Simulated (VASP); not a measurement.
Input of a VASP 6.6.1 run:

The input INCAR:

```
ALGO = Normal
EDIFF = 1E-8
ENCUT = 520
GGA = PS
ISIF = 2
ISMEAR = -1
LASPH = True
LCHARG = False
LEFG = True
LREAL = False
LWAVE = False
NBANDS = 17
NELM = 80
PREC = Accurate
SIGMA = 0.03
```

The input KPOINTS:

```
k-points
0
Gamma
  10 10 10
```

File POSCAR:

```
TePb
1.0
    0.0000000000      3.1833865456      3.1833865456
    3.1833865456      0.0000000000      3.1833865456
    3.1833865456      3.1833865456      0.0000000000
Te Pb
1 1
Direct
    0.5000000000      0.5000000000      0.5000000000
    0.0000000000      0.0000000000      0.0000000000
```

Potentials or basis: VASP PAW PBE potentials, release 64 (Te, Pb_d).

The run is started by

```bash
$ cat potpaw_PBE.64/Te/POTCAR potpaw_PBE.64/Pb_d/POTCAR > POTCAR
$ mpirun -np 1 vasp_std > vasp.out
```

Q: Predict the pressure.

A: 1.7 GPa.

Q: What does it give for the band gap on the k mesh?

A: 0.57 eV, direct.

Caveat: without QUAD_EFG the Cq values of the log hold for a quadrupole moment of 1 mb, not for the nuclei; the PAW data sets were made with another functional, which shifts forces and pressure a little; spin-orbit coupling is left out, which moves the levels of the heavy elements. A k mesh can miss the band edges.
